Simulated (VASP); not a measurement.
# Ta (P6_3/mmc) in VASP: further runs

Ta is run at these levels: PBEsol; tasks: single point.

Program: VASP 6.6.1. These are calculated values, not measurements. Logs are shortened: lines on timing, memory, paths and dates and some standing lists are left out, and cuts for length are marked.

### Step 1. The cell of the first run

The structure is hexagonal, space group P6_3/mmc (No. 194). The conventional cell has a = 2.171 Å, b = 2.171 Å, c = 3.553 Å, α = 90.00°, β = 90.00°, γ = 120.00°. Ta (site symmetry -6m2) has 12 Ta at 2.17 Å within 2.9 Å.

This isn't the form of Ta at room conditions, which is bcc.

### Step 2. Single point, PBEsol (7.25 Å³/atom)

The input, INCAR:

```
PREC     = Accurate       # precision mode
ENCUT    = 520            # plane-wave cutoff, eV
EDIFF    = 1E-6           # SCF threshold, eV
ISMEAR   = -1             # smearing method
SIGMA    = 0.1            # smearing width, eV
LREAL    = False          # projectors in reciprocal space
LASPH    = True           # aspherical terms in the spheres
NELM     = 80             # most SCF steps
ALGO     = Normal         # electronic algorithm
ISIF     = 2              # what is computed and relaxed
LWAVE    = False          # write WAVECAR
LCHARG   = False          # write CHGCAR
GGA      = PS             # functional
NBANDS   = 18             # bands
```

The input, KPOINTS:

```
Automatic mesh
0
Gamma
  17 17 9
```

The input, POSCAR:

```
Ta
1.0
    2.1712292416      0.0000000000      0.0000000000
   -1.0856146208      1.8803396807      0.0000000000
    0.0000000000      0.0000000000      3.5531831711
Ta
2
Direct
    0.3333333333      0.6666666667      0.2500000000
    0.6666666667      0.3333333333      0.7500000000
```

Potentials or basis: VASP PAW PBE potentials, release 64 (Ta_pv).

Started as:

```console
cat potpaw_PBE.64/Ta_pv/POTCAR > POTCAR
mpirun -np 1 vasp_std > vasp.out
```

OUTCAR:

```text
PREC = Accurate
   ENCUT = 520
   EDIFF = 1E-6
   ISMEAR = -1
   LREAL = False
   LASPH = True
   NELM = 80
   ISIF = 2
   GGA = PS

 ion  position               nearest neighbor table
   1  0.333  0.667  0.250-   2 2.17   2 2.17   2 2.17   2 2.17   2 2.17   2 2.17   2 3.07   2 3.07
                             2 3.07   2 3.07   2 3.07   2 3.07
   2  0.667  0.333  0.750-   1 2.17   1 2.17   1 2.17   1 2.17   1 2.17   1 2.17   1 3.07   1 3.07
                             1 3.07   1 3.07   1 3.07   1 3.07

  LATTYP: Found a hexagonal cell.
 ALAT       =     2.1712292416
 C/A-ratio  =     1.6364845789

  Lattice vectors:

 A1 = (   2.1712292416,   0.0000000000,   0.0000000000)
 A2 = (  -1.0856146208,   1.8803396807,   0.0000000000)
 A3 = (   0.0000000000,   0.0000000000,   3.5531831711)

Analysis of symmetry for initial positions (statically):
=====================================================================
 Subroutine PRICEL returns:
 Original cell was already a primitive cell.

 Routine SETGRP: Setting up the symmetry group for a
 hexagonal supercell.

 Subroutine GETGRP returns: Found 24 space group operations
 (whereof 12 operations were pure point group operations)
 out of a pool of 24 trial point group operations.

The static configuration has the point symmetry D_3d.
 The point group associated with its full space group is D_6h.

Analysis of symmetry for dynamics (positions and initial velocities):
=====================================================================
 Subroutine PRICEL returns:
 Original cell was already a primitive cell.

 Routine SETGRP: Setting up the symmetry group for a
 hexagonal supercell.

 Subroutine GETGRP returns: Found 24 space group operations
 (whereof 12 operations were pure point group operations)
 out of a pool of 24 trial point group operations.

The dynamic configuration has the point symmetry D_3d.
 The point group associated with its full space group is D_6h.

 Subroutine INISYM returns: Found 24 space group operations
 (whereof 12 operations are pure point group operations),
 and found     1 'primitive' translations

----------------------------------------------------------------------------------------

                                     Primitive cell

  volume of cell :      14.5064

[... 83 lines left out ...]
   LNONCOLLINEAR =      F non collinear calculations
   LSORBIT =      F    spin-orbit coupling
   LASPH  =      T    aspherical Exc in radial PAW
   ENCUT  =  520.0 eV  38.22 Ry    6.18 a.u.   4.04  4.04  6.61*2*pi/ulx,y,z
   NELM   =     80;   NELMIN=  2; NELMDL= -5     # of ELM steps
   EDIFF  = 0.1E-05   stopping-criterion for ELM
   LREAL  =      F    real-space projection
   EDIFFG = 0.1E-04   stopping-criterion for IOM
   NSW    =      0    number of steps for IOM
   IBRION =     -1    ionic relax: 0-MD 1-quasi-New 2-CG
   NFREE  =      0    steps in history (QN), initial steepest desc. (CG)
   ISIF   =      2    stress and relaxation
   ISYM   =      2    0-nonsym 1-usesym 2-fastsym
   POTIM  = 0.5000    time-step for ionic-motion
   TEBEG  =    0.0;   TEEND  =   0.0 temperature during run
   PSTRESS=    0.0 pullay stress
   NELECT =      22.0000    total number of electrons
   NUPDOWN=      -1.0000    fix difference up-down
   EMIN   =  10.00;   EMAX   =-10.00  energy-range for DOS
   EFERMI =   0.00;   METHOD = LEGACY
   ISMEAR =    -1;   SIGMA  =   0.10  broadening in eV -4-tet -1-fermi 0-gaus
   EFERMI_NEDOS =   21; number of points for ismear=-14 and -15
   IALGO  =     38    algorithm
   IMIX   =      4    mixing-type and parameters
     AMIX     =   0.40;   BMIX     =  1.00
     AMIX_MAG =   1.60;   BMIX_MAG =  1.00
  volume/ion in A,a.u.               =       7.25        48.95
  Fermi-wavevector in a.u.,A,eV,Ry     =   1.880886  3.554360 48.133780  3.537733
  Thomas-Fermi vector in A             =   2.924389
   LORBIT       =      0    0 simple, 1 ext, 2 COOP (PROOUT), +10 PAW based schemes
   GGA     = PS    functional components
   LHFCALC =     F    Hartree Fock is set to
   AEXX    =    0.0000 exact exchange contribution
   IVDW    =     0    specifies the selected vdW correction
   LEPSILON=     F    determine dielectric tensor
   LRPA    =     F    only Hartree local field effects (RPA)
 non-spin polarized calculation
  energy-cutoff  :      520.00
  volume of cell :       14.51
 maximum number of plane-waves:       400
   NGX =  9   NGY =  9   NGZ = 13

 number of electron      21.9999998 magnetization

 Free energy of the ion-electron system (eV)
  ---------------------------------------------------
  ext. energy  EPLUGINS =         0.00000000
  ---------------------------------------------------
  free energy    TOTEN  =         8.93371111 eV

  energy without entropy =        8.95929616  energy(sigma->0) =        8.94650364

 E-fermi :  16.8556     XC(G=0): -18.1258

 val. band max:       16.8495852501   @ k =   0.4118   0.0000   0.3333
 cond. band min:      16.8760861751   @ k =   0.1176   0.0000   0.0000
 fundamental gap:      0.0265009251
 Fermi energy:        16.8556195747

 k-point     1 :       0.0000    0.0000    0.0000
  band No.  band energies     occupation
      1     -26.3034      2.00000
      2     -14.9440      2.00000
      3     -14.9440      2.00000
      4     -13.3328      2.00000
      5     -13.3120      2.00000
      6     -13.3120      2.00000
[... 481 lines left out ...]
      5     -15.7290      2.00000
      6     -15.0930      2.00000
[... 10 lines left out ...]
     17      30.0493      0.00000
     18      31.4714      0.00000

 [... further k-points ...]

------------------------ aborting loop because EDIFF is reached ----------------------------------------

  FORCE on cell =-STRESS in cart. coord.  units (eV):
  Direction    XX          YY          ZZ          XY          YZ          ZX
  --------------------------------------------------------------------------------------
  -------------------------------------------------------------------------------------
  Total       97.7957348     97.7957348     97.8829603      0.0000000     -0.0000000      0.0000000
  in kB    10801.1726895  10801.1726899  10810.8064227      0.0000000     -0.0000000      0.0000000
  external PRESSURE =   10804.3839341 kB  Pullay stress =       0.0000000 kB

 VOLUME and BASIS-vectors are now :
 -----------------------------------------------------------------------------
  energy-cutoff  :      520.00
  volume of cell :       14.51
      direct lattice vectors                 reciprocal lattice vectors
     2.171229242  0.000000000  0.000000000     0.460568594  0.265909402  0.000000000
    -1.085614621  1.880339681  0.000000000     0.000000000  0.531818804  0.000000000
     0.000000000  0.000000000  3.553183171     0.000000000  0.000000000  0.281437785

 POSITION                                       TOTAL-FORCE (eV/Angst)
 -----------------------------------------------------------------------------------
     -0.00000      1.25356      0.88830        -0.000000      0.000000      0.000000
      1.08561      0.62678      2.66489         0.000000     -0.000000      0.000000
 -----------------------------------------------------------------------------------
    total drift:                                0.000000     -0.000000     -0.000000

  FREE ENERGIE OF THE ION-ELECTRON SYSTEM (eV)
  ---------------------------------------------------
  free  energy   TOTEN  =         8.9337111065 eV

  energy  without entropy=        8.9592961650  energy(sigma->0) =        8.94650364
```

Wall time 24 s (1 thread of Intel Xeon 8259CL, shared host); peak memory 0.15 GiB.

The run converged, but its numbers aren't listed here, since they failed a check.

Caveat: the cell stands under pressure; the PAW data sets were made with another functional, which shifts forces and pressure a little; spin-orbit coupling is left out, which moves the levels of the heavy elements.

### Step 3. Single point, PBEsol (9.07 Å³/atom)

This run uses another cell than the first one, of 9.07 Å³/atom.

INCAR is that of step 2.

The input, KPOINTS:

```
regular mesh
0
Gamma
  17 17 9
```

The input, POSCAR:

```
Ta
1.0
    2.3235302228      0.0000000000      0.0000000000
   -1.1617651114      2.0122361995      0.0000000000
    0.0000000000      0.0000000000      3.8783081821
Ta
2
Direct
    0.3333333333      0.6666666667      0.2500000000
    0.6666666667      0.3333333333      0.7500000000
```

Potentials or basis: VASP PAW PBE potentials, release 64 (Ta_pv).

Started as:

```console
cat potpaw_PBE.64/Ta_pv/POTCAR > POTCAR
mpirun -np 1 vasp_std > vasp.out
```

Run time: 54 s. Hardware: 1 thread of Intel Xeon 8259CL, shared host; peak memory 0.16 GiB.

The run converged. Its results:

- Free energy: -8.1456 eV
- Pressure: 512.3 GPa
- Band gap on the k mesh: zero (bands 11 and 12 overlap by 3.90 eV)

Stress tensor (GPa, compression positive):
```
512.55   0.00   0.00
  0.00 512.55   0.00
  0.00   0.00 511.91
```

Levels at points of the mesh, in eV from the Fermi level:
```tsv
k point	band 7	band 8	band 9	band 10	band 11	band 12	band 13	band 14	band 15	band 16
(0.00, 0.00, 0.00)	-9.62	-8.84	-1.98	-1.23	-1.23	0.71	0.71	3.39	3.39	6.78
```

Caveat: the cell stands under pressure; the PAW data sets were made with another functional, which shifts forces and pressure a little; spin-orbit coupling is left out, which moves the levels of the heavy elements.

### Step 4. Single point, PBEsol

This run uses another cell than the first one, of 10.88 Å³/atom.

The input, INCAR:

```
  ALGO = Normal
  EDIFF = 1E-6
  ENCUT = 520
  GGA = PS
  ISIF = 2
  ISMEAR = -1
  LASPH = True
  LCHARG = False
  LREAL = False
  LWAVE = False
  NBANDS = 18
  NELM = 100
  PREC = Accurate
  SIGMA = 0.1
```

The input, KPOINTS:

```
k-points
0
Gamma
  17 17 9
```

The input, POSCAR:

```
Ta
1.0
    2.4481354701      0.0000000000      0.0000000000
   -1.2240677351      2.1201475090      0.0000000000
    0.0000000000      0.0000000000      4.1922707373
Ta
2
Direct
    0.3333333333      0.6666666667      0.2500000000
    0.6666666667      0.3333333333      0.7500000000
```

Started as:

```console
cat potpaw_PBE.64/Ta_pv/POTCAR > POTCAR
mpirun -np 1 vasp_std > vasp.out
```

Wall time 61 s (1 thread of Intel Xeon 8259CL, shared host); peak memory 0.17 GiB.

It converged, with:

* Free energy: -16.5732 eV
* Pressure: 263.7 GPa
* Band gap on the k mesh: zero (bands 11 and 12 overlap by 4.16 eV)

Stress tensor (GPa, compression positive):
```
264.09   0.00   0.00
  0.00 264.09   0.00
  0.00   0.00 263.04
```

Levels at points of the mesh, in eV from the Fermi level:
```
           k point  band 9  band 10  band 11  band 12  band 13  band 14
(0.00, 0.00, 0.00)   -1.60    -0.38    -0.38     1.02     1.02     3.69
```

Caveat: the cell stands under pressure; the PAW data sets were made with another functional, which shifts forces and pressure a little; spin-orbit coupling is left out, which moves the levels of the heavy elements.

### Step 5. Single point, PBEsol (12.69 Å³/atom)

This run uses another cell than the first one, of 12.69 Å³/atom.

The input, INCAR:

```
SYSTEM = Ta
ALGO     = Normal         ! electronic algorithm
EDIFF    = 1E-7           ! SCF threshold, eV
ENCUT    = 520            ! plane-wave cutoff, eV
GGA      = PS             ! functional
ISIF     = 2              ! what is computed and relaxed
ISMEAR   = -1             ! smearing method
LASPH    = .TRUE.         ! aspherical terms in the spheres
LCHARG   = .FALSE.        ! write CHGCAR
LREAL    = .FALSE.        ! projectors in reciprocal space
LWAVE    = .FALSE.        ! write WAVECAR
NBANDS   = 18             ! bands
NELM     = 80             ! most SCF steps
PREC     = Accurate       ! precision mode
SIGMA    = 0.1            ! smearing width, eV
```

The input, KPOINTS:

```
k-points
0
G
  17 17 9
  0 0 0
```

The input, POSCAR:

```
Ta
1.0
    2.5613886669      0.0000000000      0.0000000000
   -1.2806943335      2.2182276545      0.0000000000
    0.0000000000      0.0000000000      4.4680295488
Ta
2
Direct
    0.3333333333      0.6666666667      0.2500000000
    0.6666666667      0.3333333333      0.7500000000
```

Started as:

```console
cat potpaw_PBE.64/Ta_pv/POTCAR > POTCAR
mpirun -np 1 vasp_std > vasp.out
```

Wall time 96 s (1 thread of Intel Xeon 8259CL, shared host); peak memory 0.19 GiB.

The run converged. Its results:

```yaml
Free_energy: -20.9828 eV
Pressure: 138.6 GPa
Band_gap_on_the_k_mesh: zero (bands 11 and 12 overlap by 3.86 eV)
```

Stress tensor (GPa, compression positive):
```
138.71   0.00   0.00
  0.00 138.71   0.00
  0.00   0.00 138.53
```

Levels at points of the mesh, in eV from the Fermi level:
| k point | band 9 | band 10 | band 11 | band 12 | band 13 | band 14 |
| --- | --- | --- | --- | --- | --- | --- |
| (0.00, 0.00, 0.00) | -1.28 | 0.11 | 0.11 | 1.18 | 1.18 | 2.13 |

Caveat: the cell stands under pressure; the PAW data sets were made with another functional, which shifts forces and pressure a little; spin-orbit coupling is left out, which moves the levels of the heavy elements.

### Step 6. Single point, PBEsol (12.69 Å³/atom)

This run uses another cell than the first one, of 12.69 Å³/atom.

The input, INCAR:

```
PREC = Accurate
ENCUT = 520
EDIFF = 1E-6
ISMEAR = -1
SIGMA = 0.1
LREAL = False
LASPH = True
NELM = 60
ALGO = Normal
ISIF = 2
LWAVE = False
LCHARG = True
GGA = PS
LELF = True
LVHAR = True
NBANDS = 18
```

The input, KPOINTS:

```
Automatic mesh
0
Gamma
  17 17 9
```

POSCAR is that of step 5.

Potentials or basis: VASP PAW PBE potentials, release 64 (Ta_pv).

Started as:

```console
cat potpaw_PBE.64/Ta_pv/POTCAR > POTCAR
mpirun -np 1 vasp_std > vasp.out
```

OUTCAR:

```text
PREC = Accurate
   ENCUT = 520
   EDIFF = 1E-6
   ISMEAR = -1
   LREAL = False
   LASPH = True
   NELM = 60
   ISIF = 2
   GGA = PS

 ion  position               nearest neighbor table
   1  0.333  0.667  0.250-   2 2.68   2 2.68   2 2.68   2 2.68   2 2.68   2 2.68
   2  0.667  0.333  0.750-   1 2.68   1 2.68   1 2.68   1 2.68   1 2.68   1 2.68

  LATTYP: Found a hexagonal cell.
 ALAT       =     2.5613886669
 C/A-ratio  =     1.7443778082

  Lattice vectors:

 A1 = (   2.5613886669,   0.0000000000,   0.0000000000)
 A2 = (  -1.2806943335,   2.2182276545,   0.0000000000)
 A3 = (   0.0000000000,   0.0000000000,   4.4680295488)

Analysis of symmetry for initial positions (statically):
=====================================================================
 Subroutine PRICEL returns:
 Original cell was already a primitive cell.

 Routine SETGRP: Setting up the symmetry group for a
 hexagonal supercell.

 Subroutine GETGRP returns: Found 24 space group operations
 (whereof 12 operations were pure point group operations)
 out of a pool of 24 trial point group operations.
[... 161 lines left out ...]
  free energy    TOTEN  =       -20.98282261 eV

  energy without entropy =      -20.92690604  energy(sigma->0) =      -20.95486432

 E-fermi :   9.1662     XC(G=0): -14.6212

 val. band max:        9.1614017349   @ k =   0.0000   0.0000   0.3333
 cond. band min:       9.1708747554   @ k =   0.4706   0.0588   0.1111
 fundamental gap:      0.0094730205
 Fermi energy:         9.1662341185

 k-point     1 :       0.0000    0.0000    0.0000
  band No.  band energies     occupation
      1     -26.2925      2.00000
      2     -23.2673      2.00000
      3     -23.1948      2.00000
      4     -23.1948      2.00000
      5     -22.8900      2.00000
      6     -22.8900      2.00000
[... 481 lines left out ...]
      5     -23.5680      2.00000
      6     -23.4980      2.00000
[... 10 lines left out ...]
     17      16.8400      0.00000
     18      22.6616      0.00000

 [... further k-points ...]

------------------------ aborting loop because EDIFF is reached ----------------------------------------

  FORCE on cell =-STRESS in cart. coord.  units (eV):
  Direction    XX          YY          ZZ          XY          YZ          ZX
  --------------------------------------------------------------------------------------
  -------------------------------------------------------------------------------------
  Total       21.9790557     21.9790557     21.9488256     -0.0000000     -0.0000000      0.0000000
  in kB     1387.1453694   1387.1453694   1385.2374802     -0.0000000     -0.0000000      0.0000000
  external PRESSURE =    1386.5094063 kB  Pullay stress =       0.0000000 kB

 VOLUME and BASIS-vectors are now :
 -----------------------------------------------------------------------------
  energy-cutoff  :      520.00
  volume of cell :       25.39
      direct lattice vectors                 reciprocal lattice vectors
     2.561388667  0.000000000  0.000000000     0.390413221  0.225405178  0.000000000
    -1.280694334  2.218227655  0.000000000     0.000000000  0.450810357  0.000000000
     0.000000000  0.000000000  4.468029549     0.000000000  0.000000000  0.223812307

 POSITION                                       TOTAL-FORCE (eV/Angst)
 -----------------------------------------------------------------------------------
     -0.00000      1.47882      1.11701         0.000000     -0.000000      0.000000
      1.28069      0.73941      3.35102        -0.000000      0.000000      0.000000
 -----------------------------------------------------------------------------------
    total drift:                               -0.000000      0.000000     -0.000000

  FREE ENERGIE OF THE ION-ELECTRON SYSTEM (eV)
  ---------------------------------------------------
  free  energy   TOTEN  =       -20.9828226057 eV

  energy  without entropy=      -20.9269060397  energy(sigma->0) =      -20.95486432
```

OSZICAR:

```text
N       E                     dE             d eps       ncg     rms          rms(c)
DAV:   1     0.179398578595E+03    0.17940E+03   -0.12941E+04  5948   0.136E+03
DAV:   2    -0.173290781200E+02   -0.19673E+03   -0.19268E+03  7242   0.382E+02
DAV:   3    -0.216454715232E+02   -0.43164E+01   -0.42711E+01  6676   0.534E+01
DAV:   4    -0.216678602876E+02   -0.22389E-01   -0.22370E-01  6880   0.396E+00
DAV:   5    -0.216679797646E+02   -0.11948E-03   -0.11947E-03  6630   0.264E-01    0.353E+01
DAV:   6    -0.211924243986E+02    0.47556E+00   -0.25148E-01  6658   0.499E+00    0.195E+01
DAV:   7    -0.209849924478E+02    0.20743E+00   -0.32564E-01  6650   0.540E+00    0.376E-01
DAV:   8    -0.209828035869E+02    0.21889E-02   -0.92645E-03  6618   0.984E-01    0.154E-01
DAV:   9    -0.209828204078E+02   -0.16821E-04   -0.15796E-04  7564   0.108E-01    0.593E-02
DAV:  10    -0.209828235653E+02   -0.31575E-05   -0.10411E-05  6876   0.277E-02    0.895E-03
DAV:  11    -0.209828224632E+02    0.11021E-05   -0.46660E-07  3578   0.562E-03    0.421E-03
DAV:  12    -0.209828226057E+02   -0.14256E-06   -0.40546E-08  3196   0.150E-03
   1 F= -.20982823E+02 E0= -.20954864E+02  d E =-.559166E-01
```

Wall time 84 s (1 thread of Intel Xeon 8259CL, shared host); peak memory 0.19 GiB.

What came out:

```yaml
Free_energy: -20.9828 eV
Pressure: 138.7 GPa
Band_gap_on_the_k_mesh: zero (bands 11 and 12 overlap by 3.86 eV)
```

Levels at points of the mesh, in eV from the Fermi level:
```
           k point  band 8  band 9  band 10  band 11  band 12  band 13  band 14  band 15
(0.00, 0.00, 0.00)   -6.58   -1.28     0.11     0.11     1.18     1.18     2.13     3.72
```

Caveat: the cell stands under pressure; the PAW data sets were made with another functional, which shifts forces and pressure a little; spin-orbit coupling is left out, which moves the levels of the heavy elements.

### Step 7. Summary

| cell | gap on the mesh (eV) | pressure (GPa) |
| --- | --- | --- |
| a = 2.324, b = 2.324, c = 3.878 Å, angles 90.0, 90.0, 120.0°, 2 atoms | none | 512.3 |
| a = 2.448, b = 2.448, c = 4.192 Å, angles 90.0, 90.0, 120.0°, 2 atoms | none | 263.7 |
| a = 2.561, b = 2.561, c = 4.468 Å, angles 90.0, 90.0, 120.0°, 2 atoms | none | 138.7 |

Alike in all rows: task single point; level PBEsol; potentials or basis VASP PAW PBE potentials, release 64 (Ta_pv); no spin polarisation; k mesh 17 × 17 × 9; cutoff (eV) 520; smearing fermi-dirac 0.1 eV.

Caveats: the cell stands under pressure; the PAW data sets were made with another functional, which shifts forces and pressure a little; spin-orbit coupling is left out, which moves the levels of the heavy elements.

Total energies depend on the potentials used, so only differences within one code and one set of settings carry meaning.
